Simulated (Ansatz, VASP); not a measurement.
**Two plane-wave programs on Hf5C4**

File INCAR:

```
SYSTEM = Hf5C4
PREC = Accurate
ENCUT = 520
EDIFF = 1E-6
ISMEAR = 0
SIGMA = 0.1
LREAL = .False.
LASPH = .True.
NELM = 100
ALGO = Normal
ISIF = 2
LWAVE = .False.
LCHARG = .False.
LDIPOL = .True.
IDIPOL = 3
DIPOL = 0.5 0.5 0.500
GGA = PE
NBANDS = 43
```

File KPOINTS:

```
regular mesh
0
Gamma
  12 12 1
  0 0 0
```

File POSCAR:

```
Hf5C4
1.0
    3.2891025626      0.0000000000      0.0000000000
   -1.6445512813      2.8484463749      0.0000000000
    0.0000000000      0.0000000000     25.7421639869
Hf C
5 4
Direct
    0.3333333333      0.6666666667      0.2913507972
    0.0000000000      0.0000000000      0.3956753986
    0.6666666667      0.3333333333      0.5000000000
    0.3333333333      0.6666666667      0.6043246014
    0.0000000000      0.0000000000      0.7086492028
    0.6666666667      0.3333333333      0.3435130979
    0.3333333333      0.6666666667      0.4478376993
    0.0000000000      0.0000000000      0.5521623007
    0.6666666667      0.3333333333      0.6564869021
```

Input for Ansatz:

```yaml
crystal:
  lattice:
    - [3.2891025626, 0.0, 0.0]
    - [-1.6445512813, 2.8484463749, 0.0]
    - [0.0, 0.0, 25.7421639869]
  atoms:
    - { symbol: Hf, position: [0.3333333333, 0.6666666667, 0.2913507972] }
    - { symbol: C, position: [0.6666666667, 0.3333333333, 0.3435130979] }
    - { symbol: Hf, position: [0.0, 0.0, 0.3956753986] }
    - { symbol: C, position: [0.3333333333, 0.6666666667, 0.4478376993] }
    - { symbol: Hf, position: [0.6666666667, 0.3333333333, 0.5] }
    - { symbol: C, position: [0.0, 0.0, 0.5521623007] }
    - { symbol: Hf, position: [0.3333333333, 0.6666666667, 0.6043246014] }
    - { symbol: C, position: [0.6666666667, 0.3333333333, 0.6564869021] }
    - { symbol: Hf, position: [0.0, 0.0, 0.7086492028] }
basis:
  ecutwfc: 420
kpoints:
  mp_grid: { grid: [12, 12, 1] }
hamiltonian:
  xc: pbe
scf:
  occupations: { method: gaussian, width: 0.1 }
output:
  forces: true
  eigenvalues: true
  write_density: true
  write_potential: true
  elf: true
  volumetric_format: npy
efield:
  axis: 3
  dipole_correction: true
  ramp_width: 0.04
```

Alike in both runs: task single point; functional PBE; k mesh 12 × 12 × 1; occupations gaussian, width 0.1 eV; no spin polarisation.

|  | VASP | Ansatz |
| --- | --- | --- |
| version | VASP 6.6.1 | Ansatz 0.2.0 |
| potentials or method | VASP PAW PBE potentials, release 64 (Hf_pv, C), cutoff 520 eV | scalar-relativistic, plane waves, PAW |
| valence electrons in the cell | 66 | 146 |

|  | VASP | Ansatz | Ansatz less VASP |
| --- | --- | --- | --- |
| gap on the k mesh at the Fermi level (eV) | none | none | - |
| rms of the force components (eV/Å) | 0.637 | 0.621 | -0.0161 |

A gap of «none» marks a metal or a gap that the smearing closes. VASP's potentials hold 66 valence electrons a cell and Ansatz's 146, so a difference there can come from the potentials and not from the codes. Ansatz's warnings: xc potential rough in thin density.

Neither program's run includes spin-orbit coupling.
